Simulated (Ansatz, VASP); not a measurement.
BN: VASP beside Ansatz

The input INCAR:

```
PREC = Accurate
ENCUT = 520
EDIFF = 1E-6
ISMEAR = -1
SIGMA = 0.05
LREAL = False
LASPH = True
NELM = 80
ALGO = Normal
ISIF = 2
LWAVE = False
LCHARG = True
GGA = CA
LELF = True
LVHAR = True
NBANDS = 11
```

File KPOINTS:

```
Automatic mesh
0
Gamma
  13 13 13
```

Contents of POSCAR:

```
BN
1.0
    0.0000000000      3.5184642916      2.1804366332
    1.2599212959      0.0000000000      2.1804366332
    1.2599212959      3.5184642916      0.0000000000
N B
1 1
Direct
    0.6666513400      0.6666513400      0.3333486600
    0.0000486500      0.0000486500      0.9999513500
```

File input.yaml:

```yaml
crystal:
  lattice:
    - [0.0, 3.5184642916, 2.1804366332]
    - [1.2599212959, 0.0, 2.1804366332]
    - [1.2599212959, 3.5184642916, 0.0]
  atoms:
    - { symbol: "N", position: [0.66665134, 0.66665134, 0.33334866] }
    - { symbol: B, position: [4.865e-05, 4.865e-05, 0.99995135] }
hamiltonian:
  xc: lda
  pseudopotentials: { kind: paw }
kpoints:
  mp_grid: { grid: [13, 13, 13] }
scf:
  occupations: { method: fermi_dirac, width: 0.05 }
output:
  forces: true
  stress: true
  eigenvalues: true
  write_density: true
  write_potential: true
  elf: true
  volumetric_format: npy
```

Alike in both runs: task single point; functional LDA; k mesh 13 × 13 × 13; occupations fermi-dirac, width 0.05 eV; no spin polarisation.

```csv
,VASP,Ansatz
version,VASP 6.6.1,Ansatz 0.2.0
potentials or method,"VASP PAW LDA potentials, release 64 (N, B)",Ansatz PAW
plane-wave cutoff (eV),520,420
valence electrons in the cell,8,8
```

Ansatz gave:

- gap on the k mesh at the Fermi level (eV): 3.70
- least direct gap on the mesh (eV): 4.47
- pressure (GPa): -8.5
- traceless stress, the component that is largest in VASP (GPa): 7.35
- rms of the force components (eV/Å): 0.005

Task: Which values does VASP return?

Result: gap on the k mesh at the Fermi level (eV): 3.68; least direct gap on the mesh (eV): 4.46; pressure (GPa): -8.1; traceless stress, the component that is largest in VASP (GPa): 6.79; rms of the force components (eV/Å): 0.006.

LDA's correlation is that of Perdew and Zunger in VASP and of Perdew and Wang (1992) in Ansatz. Atom by atom the forces differ by 0.000 eV/Å (rms over components).

Noted on Ansatz's run: odd divisions of the mesh miss points on the zone boundary, where band edges often lie, so the gap on the mesh can be too wide.
